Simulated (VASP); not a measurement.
# Nb (R-3m) in VASP: notebook, part 2 of 3

VASP 6.6.1. Earlier steps stand in the parts before.

## Step 4: Electric field gradients, LDA (equal xy, yz and zx shear strains of -1 %)

INCAR reads:

```
PREC = Accurate ; ENCUT = 520
EDIFF = 1E-8 ; ISMEAR = -1
SIGMA = 0.03 ; LREAL = F
LASPH = T ; NELM = 100
ALGO = Normal ; ISIF = 2
LWAVE = F ; LCHARG = F
LEFG = T ; NBANDS = 12
```

KPOINTS reads:

```
regular mesh
0
Gamma
  13 13 13
```

POSCAR reads:

```
Nb
1.0
   -0.0211500000      2.1044250000      2.1044250000
    2.1044250000     -0.0211500000      2.1044250000
    2.1044250000      2.1044250000     -0.0211500000
Nb
1
Direct
    0.0000000000      0.0000000000      0.0000000000
```

Potentials or basis: VASP PAW LDA potentials, release 64 (Nb_sv).

The run is started by

```bash
$ cat potpaw_LDA.64/Nb_sv/POTCAR > POTCAR
$ mpirun -np 1 vasp_std > vasp.out
```

OUTCAR:

```text
PREC = Accurate
   ENCUT = 520
   EDIFF = 1E-8
   ISMEAR = -1
   LREAL = F
   LASPH = T
   NELM = 100
   ISIF = 2

 ion  position               nearest neighbor table
   1  0.000  0.000  0.000-

  LATTYP: Found a trigonal (rhomboedric) cell.
 ALAT       =     2.9761815274
 COS(alpha) =     0.4899250057

  Lattice vectors:

 A1 = (  -0.0211500000,   2.1044250000,   2.1044250000)
 A2 = (   2.1044250000,  -0.0211500000,   2.1044250000)
 A3 = (   2.1044250000,   2.1044250000,  -0.0211500000)

Analysis of symmetry for initial positions (statically):
=====================================================================
 Subroutine PRICEL returns:
 Original cell was already a primitive cell.

 Routine SETGRP: Setting up the symmetry group for a
 trigonal (rhombohedral) supercell.

 Subroutine GETGRP returns: Found 12 space group operations
 (whereof 12 operations were pure point group operations)
 out of a pool of 12 trial point group operations.

The static configuration has the point symmetry D_3d.

Analysis of symmetry for dynamics (positions and initial velocities):
=====================================================================
 Subroutine PRICEL returns:
 Original cell was already a primitive cell.

 Routine SETGRP: Setting up the symmetry group for a
 trigonal (rhombohedral) supercell.

 Subroutine GETGRP returns: Found 12 space group operations
 (whereof 12 operations were pure point group operations)
 out of a pool of 12 trial point group operations.

The dynamic configuration has the point symmetry D_3d.

 Subroutine INISYM returns: Found 12 space group operations
 (whereof 12 operations are pure point group operations),
 and found     1 'primitive' translations

----------------------------------------------------------------------------------------

                                     Primitive cell

  volume of cell :      18.9203

  direct lattice vectors                    reciprocal lattice vectors
    -0.021150000  2.104425000  2.104425000    -0.234042434  0.236418500  0.236418500
     2.104425000 -0.021150000  2.104425000     0.236418500 -0.234042434  0.236418500
     2.104425000  2.104425000 -0.021150000     0.236418500  0.236418500 -0.234042434

  length of vectors
     2.976181527  2.976181527  2.976181527     0.408121643  0.408121643  0.408121643

  position of ions in fractional coordinates (direct lattice)
     0.000000000  0.000000000  0.000000000

  ion indices of the primitive-cell ions
   primitive index   ion index
                 1           1

----------------------------------------------------------------------------------------

 KPOINTS: regular mesh

Automatic generation of k-mesh.
 Grid dimensions read from file:
 generate k-points for:   13   13   13

 Generating k-lattice:

  Cartesian coordinates                     Fractional coordinates (reciprocal lattice)
[... 66 lines left out ...]
   ISIF   =      2    stress and relaxation
   ISYM   =      2    0-nonsym 1-usesym 2-fastsym
   POTIM  = 0.5000    time-step for ionic-motion
   TEBEG  =    0.0;   TEEND  =   0.0 temperature during run
   PSTRESS=    0.0 pullay stress
   NELECT =      13.0000    total number of electrons
   NUPDOWN=      -1.0000    fix difference up-down
   EMIN   =  10.00;   EMAX   =-10.00  energy-range for DOS
   EFERMI =   0.00;   METHOD = LEGACY
   ISMEAR =    -1;   SIGMA  =   0.03  broadening in eV -4-tet -1-fermi 0-gaus
   EFERMI_NEDOS =   21; number of points for ismear=-14 and -15
   IALGO  =     38    algorithm
   IMIX   =      4    mixing-type and parameters
     AMIX     =   0.40;   BMIX     =  1.00
     AMIX_MAG =   1.60;   BMIX_MAG =  1.00
  volume/ion in A,a.u.               =      18.92       127.68
  Fermi-wavevector in a.u.,A,eV,Ry     =   1.444596  2.729891 28.393430  2.086858
  Thomas-Fermi vector in A             =   2.562873
   LORBIT       =      0    0 simple, 1 ext, 2 COOP (PROOUT), +10 PAW based schemes
   GGA     = CA    functional components
   LHFCALC =     F    Hartree Fock is set to
   AEXX    =    0.0000 exact exchange contribution
   IVDW    =     0    specifies the selected vdW correction
   LEPSILON=     F    determine dielectric tensor
   LRPA    =     F    only Hartree local field effects (RPA)
 non-spin polarized calculation
  energy-cutoff  :      520.00
  volume of cell :       18.92
 maximum number of plane-waves:       533
 NGX is ok and might be reduce to    24
   NGX = 11   NGY = 11   NGZ = 11

 number of electron      13.0000001 magnetization

 Free energy of the ion-electron system (eV)
  ---------------------------------------------------
  ext. energy  EPLUGINS =         0.00000000
  ---------------------------------------------------
  free energy    TOTEN  =       -10.85068679 eV

  energy without entropy =      -10.84537887  energy(sigma->0) =      -10.84803283

 E-fermi :  10.6222     XC(G=0): -12.4668

 val. band max:       10.6188553866   @ k =  -0.4615   0.0769   0.0769
 cond. band min:      10.6237864790   @ k =   0.3846   0.2308  -0.0000
 fundamental gap:      0.0049310923
 Fermi energy:        10.6222439169

 k-point     1 :       0.0000    0.0000    0.0000
  band No.  band energies     occupation
      1     -43.8381      2.00000
      2     -19.4080      2.00000
      3     -19.4080      2.00000
      4     -19.3680      2.00000
      5       4.4771      2.00000
      6      10.6650      0.38761
      7      10.6650      0.38761
      8      10.8970      0.00021
      9      13.2891      0.00000
     10      13.2891      0.00000
     11      22.5250      0.00000
     12      27.0802      0.00000
[... 331 lines left out ...]
 k-point    24 :       0.4615    0.1538   -0.0000
  band No.  band energies     occupation
      1     -43.6440      2.00000
      2     -20.4266      2.00000
      3     -19.6790      2.00000
      4     -19.5936      2.00000
      5       7.4732      2.00000
      6       9.6247      2.00000
      7      10.5986      1.37476
      8      11.4373      0.00000
      9      15.3348      0.00000
     10      15.7455      0.00000
     11      21.2520      0.00000
     12      24.1780      0.00000

 [... further k-points ...]
[... 5 lines left out ...]
  --------------------------------------------------------------------------------------
  -------------------------------------------------------------------------------------
  Total       -1.2336264     -1.2336264     -1.2336264     -0.0542062     -0.0542062     -0.0542062
  in kB     -104.4637958   -104.4637958   -104.4637958     -4.5901944     -4.5901944     -4.5901944
  external PRESSURE =    -104.4637958 kB  Pullay stress =       0.0000000 kB

 VOLUME and BASIS-vectors are now :
 -----------------------------------------------------------------------------
  energy-cutoff  :      520.00
  volume of cell :       18.92
      direct lattice vectors                 reciprocal lattice vectors
    -0.021150000  2.104425000  2.104425000    -0.234042434  0.236418500  0.236418500
     2.104425000 -0.021150000  2.104425000     0.236418500 -0.234042434  0.236418500
     2.104425000  2.104425000 -0.021150000     0.236418500  0.236418500 -0.234042434

 POSITION                                       TOTAL-FORCE (eV/Angst)
 -----------------------------------------------------------------------------------
      0.00000      0.00000      0.00000        -0.000000      0.000000     -0.000000
 -----------------------------------------------------------------------------------
    total drift:                               -0.000000      0.000000      0.000000

  FREE ENERGIE OF THE ION-ELECTRON SYSTEM (eV)
  ---------------------------------------------------
  free  energy   TOTEN  =       -10.8506867913 eV

  energy  without entropy=      -10.8453788750  energy(sigma->0) =      -10.84803283

 Electric field gradients (V/A^2)
---------------------------------------------------------------------
 ion       V_xx      V_yy      V_zz      V_xy      V_xz      V_yz
---------------------------------------------------------------------
   1       0.000     0.000     0.000     1.067     1.067     1.067
---------------------------------------------------------------------

 Electric field gradients after diagonalization (V/A^2)
 (convention: |V_zz| > |V_xx| > |V_yy|)
----------------------------------------------------------------------
 ion       V_xx      V_yy      V_zz     asymmetry (V_yy - V_xx)/ V_zz
----------------------------------------------------------------------
   1      -1.067    -1.067     2.134       0.000
----------------------------------------------------------------------

           NMR quadrupolar parameters

 Cq : quadrupolar parameter    Cq=e*Q*V_zz/h
 eta: asymmetry parameters     (V_yy - V_xx)/ V_zz
 Q  : nuclear electric quadrupole moment in mb (millibarn)
----------------------------------------------------------------------
 ion       Cq(MHz)       eta       Q (mb)
----------------------------------------------------------------------
   1       0.005       0.000       1.000
----------------------------------------------------------------------
```

Run time: 47 s. Hardware: 1 thread of AMD EPYC 7R43 (Zen 3), shared host; peak memory 0.13 GiB.

Results:

| Item | Value |
| --- | --- |
| Free energy | -10.8507 eV |
| Pressure | -10.4 GPa |

Stress tensor (GPa, compression positive):
```
-10.45  -0.46  -0.46
 -0.46 -10.45  -0.46
 -0.46  -0.46 -10.45
```

Levels at points of the mesh, in eV from the Fermi level:
```tsv
k point	band 3	band 4	band 5	band 6	band 7	band 8	band 9	band 10
(0.00, 0.00, 0.00)	-30.03	-29.99	-6.15	0.04	0.04	0.27	2.67	2.67
```

Electric field gradients, principal values (V/Å²):
| atom | least | middle | greatest (by size) |
| --- | --- | --- | --- |
| 1 Nb | -1.067 | -1.067 | 2.134 |

Caveat: the cell differs from its parent crystal (equal xy, yz and zx shear strains of -1 %); without QUAD_EFG the Cq values of the log hold for a quadrupole moment of 1 mb, not for the nuclei.

## Step 5: Electric field gradients, LDA (equal xy, yz and zx shear strains of +1 %)

INCAR reads:

```
ALGO = Normal ; EDIFF = 1E-8
ENCUT = 520 ; GGA = CA
ISIF = 2 ; ISMEAR = -1
LASPH = T ; LCHARG = F
LEFG = T ; LREAL = F
LWAVE = F ; NBANDS = 12
NELM = 100 ; PREC = Accurate
SIGMA = 0.03
```

KPOINTS reads:

```
k-points
0
Gamma
  13 13 13
```

POSCAR reads:

```
Nb
1.0
    0.0211500000      2.1255750000      2.1255750000
    2.1255750000      0.0211500000      2.1255750000
    2.1255750000      2.1255750000      0.0211500000
Nb
1
Direct
    0.0000000000      0.0000000000      0.0000000000
```

Potentials or basis: VASP PAW LDA potentials, release 64 (Nb_sv).

The run is started by

```bash
$ cat potpaw_LDA.64/Nb_sv/POTCAR > POTCAR
$ mpirun -np 1 vasp_std > vasp.out
```

OUTCAR:

```text
EDIFF = 1E-8
   ENCUT = 520
   GGA = CA
   ISIF = 2
   ISMEAR = -1
   LASPH = T
   LREAL = F
   NELM = 100
   PREC = Accurate

 ion  position               nearest neighbor table
   1  0.000  0.000  0.000-

  LATTYP: Found a trigonal (rhomboedric) cell.
 ALAT       =     3.0060913964
 COS(alpha) =     0.5099250056

  Lattice vectors:

 A1 = (   0.0211500000,   2.1255750000,   2.1255750000)
 A2 = (   2.1255750000,   0.0211500000,   2.1255750000)
 A3 = (   2.1255750000,   2.1255750000,   0.0211500000)

Analysis of symmetry for initial positions (statically):
=====================================================================
 Subroutine PRICEL returns:
 Original cell was already a primitive cell.

[... 542 lines left out ...]
  in kB     -104.2890924   -104.2890924   -104.2890924      6.9416004      6.9416004      6.9416004
  external PRESSURE =    -104.2890924 kB  Pullay stress =       0.0000000 kB

 VOLUME and BASIS-vectors are now :
 -----------------------------------------------------------------------------
  energy-cutoff  :      520.00
  volume of cell :       18.92
      direct lattice vectors                 reciprocal lattice vectors
     0.021150000  2.125575000  2.125575000    -0.238770803  0.236418381  0.236418381
     2.125575000  0.021150000  2.125575000     0.236418381 -0.238770803  0.236418381
     2.125575000  2.125575000  0.021150000     0.236418381  0.236418381 -0.238770803

 POSITION                                       TOTAL-FORCE (eV/Angst)
 -----------------------------------------------------------------------------------
      0.00000      0.00000      0.00000         0.000000      0.000000     -0.000000
 -----------------------------------------------------------------------------------
    total drift:                               -0.000000      0.000000      0.000000

  FREE ENERGIE OF THE ION-ELECTRON SYSTEM (eV)
  ---------------------------------------------------
  free  energy   TOTEN  =       -10.8509725160 eV

  energy  without entropy=      -10.8459518778  energy(sigma->0) =      -10.84846220

 Electric field gradients (V/A^2)
---------------------------------------------------------------------
 ion       V_xx      V_yy      V_zz      V_xy      V_xz      V_yz
---------------------------------------------------------------------
   1       0.000    -0.000     0.000    -1.865    -1.865    -1.865
---------------------------------------------------------------------

 Electric field gradients after diagonalization (V/A^2)
 (convention: |V_zz| > |V_xx| > |V_yy|)
----------------------------------------------------------------------
 ion       V_xx      V_yy      V_zz     asymmetry (V_yy - V_xx)/ V_zz
----------------------------------------------------------------------
   1       1.865     1.865    -3.730       0.000
----------------------------------------------------------------------

           NMR quadrupolar parameters

 Cq : quadrupolar parameter    Cq=e*Q*V_zz/h
 eta: asymmetry parameters     (V_yy - V_xx)/ V_zz
 Q  : nuclear electric quadrupole moment in mb (millibarn)
----------------------------------------------------------------------
 ion       Cq(MHz)       eta       Q (mb)
----------------------------------------------------------------------
   1      -0.009       0.000       1.000
----------------------------------------------------------------------
```

OSZICAR:

```text
N       E                     dE             d eps       ncg     rms          rms(c)
DAV:   1     0.120250714980E+03    0.12025E+03   -0.71623E+03  5584   0.108E+03
DAV:   2    -0.589974049177E+01   -0.12615E+03   -0.12150E+03  6044   0.405E+02
DAV:   3    -0.110639428673E+02   -0.51642E+01   -0.49107E+01  8416   0.723E+01
DAV:   4    -0.113682449637E+02   -0.30430E+00   -0.30046E+00  7860   0.150E+01
DAV:   5    -0.113819429483E+02   -0.13698E-01   -0.13679E-01  8508   0.273E+00    0.652E+00
DAV:   6    -0.109109764848E+02    0.47097E+00   -0.71161E-01  9008   0.106E+01    0.227E+00
DAV:   7    -0.108493095577E+02    0.61667E-01   -0.19424E-01  9184   0.535E+00    0.918E-01
DAV:   8    -0.108509068830E+02   -0.15973E-02   -0.11614E-02  6860   0.138E+00    0.435E-02
DAV:   9    -0.108509639841E+02   -0.57101E-04   -0.78608E-04  9444   0.304E-01    0.261E-02
DAV:  10    -0.108509714750E+02   -0.74910E-05   -0.95424E-06  7036   0.345E-02    0.166E-02
DAV:  11    -0.108509725413E+02   -0.10662E-05   -0.89358E-06  7504   0.492E-02    0.250E-03
DAV:  12    -0.108509725369E+02    0.43369E-08   -0.71275E-07  8552   0.829E-03    0.134E-03
DAV:  13    -0.108509725151E+02    0.21810E-07   -0.26061E-08  6804   0.227E-03    0.140E-04
DAV:  14    -0.108509725160E+02   -0.91018E-09   -0.33497E-09  4344   0.542E-04
   1 F= -.10850973E+02 E0= -.10848462E+02  d E =-.502064E-02
```

stdout:

```text
POSCAR found type information on POSCAR Nb
 POSCAR found :  1 types and       1 ions
 scaLAPACK will be used
 LDA part: xc-table for (Slater(with rela. corr.)+CA(PZ))
 , standard interpolation
 POSCAR, INCAR and KPOINTS ok, starting setup
 FFT: planning ... GRIDC
 FFT: planning ... GRID_SOFT
 FFT: planning ... GRID
 WAVECAR not read
 entering main loop
ion   1
```

It took 49 s on 1 thread of AMD EPYC 7R43 (Zen 3), shared host; peak memory 0.13 GiB.

What came out:

```
Free energy : -10.8510 eV
Pressure    : -10.4 GPa
```

Electric field gradients, principal values (V/Å²):
```
atom  least  middle  greatest (by size)
1 Nb  1.865   1.865              -3.730
```

Caveat: the cell differs from its parent crystal (equal xy, yz and zx shear strains of +1 %); without QUAD_EFG the Cq values of the log hold for a quadrupole moment of 1 mb, not for the nuclei.

(Continued in part 3 of 3.)
